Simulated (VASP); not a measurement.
Set up this calculation in VASP 6.6.1, as the native input.

```
Task                   : single point
Functional             : PBE
Potentials or basis    : VASP PAW PBE potentials, release 64 (Se)
Cutoff                 : 520 eV
k mesh                 : 9 × 9 × 5
Occupations            : fermi-dirac, width 0.05 eV
Spin                   : no spin polarisation
Dipole correction      : no
Further INCAR settings : ALGO = Normal; EDIFF = 1e-06; NBANDS = 13
```

The structure of Se lies in POSCAR:

```
Se
1.0
    3.7015597148      0.0000000000      0.0000000000
   -1.8507798574      3.2056447467      0.0000000000
    0.0000000000      0.0000000000      3.8071281304
Se
2
Direct
    0.3333333333      0.6666666667      0.2500000000
    0.6666666667      0.3333333333      0.7500000000
```

This isn't the form of Se at room conditions, which is trigonal, of chains.

These files were run (other wordings do the same):

INCAR

```
SYSTEM = Se
PREC = Accurate ; ENCUT = 520
EDIFF = 1E-6 ; ISMEAR = -1
SIGMA = 0.05 ; LREAL = .FALSE.
LASPH = .TRUE. ; NELM = 80
ALGO = Normal ; ISIF = 2
LWAVE = .FALSE. ; LCHARG = .TRUE.
GGA = PE ; LELF = .TRUE.
LVHAR = .TRUE. ; NBANDS = 13
```

KPOINTS

```
Automatic mesh
0
G
  9 9 5
  0 0 0
```

Potentials or basis: VASP PAW PBE potentials, release 64 (Se).

The run is started by

```console
$ cat potpaw_PBE.64/Se/POTCAR > POTCAR
$ mpirun -np 1 vasp_std > vasp.out
```

It gave:

| Quantity | Value |
| --- | --- |
| Pressure | 0.0 GPa |
| Band gap on the k mesh | zero (bands 6 and 7 overlap by 2.26 eV) |

It took 21 s on 1 thread of Intel Xeon 8259CL, on a shared host, peak memory 0.16 GiB.
